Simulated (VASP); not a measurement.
Input of a VASP 6.6.1 run:

Contents of INCAR:

```
PREC = Accurate
ENCUT = 600
EDIFF = 1E-6
ISMEAR = 0
SIGMA = 0.1
LREAL = False
LASPH = True
NELM = 100
ALGO = Fast
ISIF = 4
LWAVE = False
LCHARG = False
GGA = PS
IBRION = 2
NSW = 50
EDIFFG = -0.01
```

File KPOINTS:

```
regular mesh
0
Gamma
  6 6 10
```

Contents of POSCAR:

```
TlPt
1.0
    6.3232336417      0.0000000000      0.0000000000
   -3.1616168209      5.4760809678      0.0000000000
    0.0000000000      0.0000000000      4.1032313303
Tl Pt
3 3
Direct
    0.0000000000      0.5000000000      0.0000000000
    0.5000000000      0.0000000000      0.0000000000
    0.5000000000      0.5000000000      0.0000000000
    0.0000000000      0.0000000000      0.0000000000
    0.6666666667      0.3333333333      0.5000000000
    0.3333333333      0.6666666667      0.5000000000
```

Potentials or basis: VASP PAW PBE potentials, release 64 (Tl_d, Pt).

Run with:

```console
$ cat potpaw_PBE.64/Tl_d/POTCAR potpaw_PBE.64/Pt/POTCAR > POTCAR
$ mpirun -np 1 vasp_std > vasp.out
```

**Question.** Predict the band gap on the k mesh.

**Answer.** Zero (an odd number of electrons rules out a gap without spin polarisation).

Final structure:
```cif
data_structure
_symmetry_space_group_name_H-M 'P 1'
_symmetry_Int_Tables_number 1
_cell_length_a 6.3850
_cell_length_b 6.3850
_cell_length_c 4.0242
_cell_angle_alpha 90.000
_cell_angle_beta 90.000
_cell_angle_gamma 120.000
_cell_volume 142.08
loop_
_atom_site_label
_atom_site_type_symbol
_atom_site_fract_x
_atom_site_fract_y
_atom_site_fract_z
_atom_site_occupancy
Tl1 Tl 0.00000 0.50000 0.00000 1
Tl2 Tl 0.50000 0.00000 0.00000 1
Tl3 Tl 0.50000 0.50000 0.00000 1
Pt1 Pt 0.00000 0.00000 0.00000 1
Pt2 Pt 0.66667 0.33333 0.50000 1
Pt3 Pt 0.33333 0.66667 0.50000 1
```

Caveat: spin-orbit coupling is left out, which moves the levels of the heavy elements.
